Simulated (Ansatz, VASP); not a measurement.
# Ir in VASP and in Ansatz

```
Ir
1.0
     0.00000    1.90790    1.90790
     1.90790    0.00000    1.90790
     1.90790    1.90790    0.00000
Ir
1
Direct
  0.00000 0.00000 0.00000
```

Alike in both runs: functional LDA; k mesh 8 × 8 × 8; occupations gaussian, width 0.1 eV; no spin polarisation.

Ansatz relaxed the structure, and its values are those at the end. VASP's run is a single point on that final structure, the one shown.

```csv
,VASP,Ansatz
version,VASP 6.6.1,Ansatz 0.2.0
potentials or method,"VASP PAW LDA potentials, release 64 (Ir), cutoff 520 eV","scalar-relativistic, plane waves, PAW"
valence electrons in the cell,9,17
```

```csv
,VASP,Ansatz,Ansatz less VASP
gap on the k mesh at the Fermi level (eV),none,none,-
pressure (GPa),2.6,0.0,-2.56
```

Ansatz warns that its potentials were made for another functional, while VASP's fit it. LDA's correlation is that of Perdew and Zunger in VASP and of Perdew and Wang (1992) in Ansatz. A gap of «none» marks a metal or a gap that the smearing closes. VASP's potentials hold 9 valence electrons a cell and Ansatz's 17, so a difference there can come from the potentials and not from the codes.

Spin-orbit coupling is off throughout.
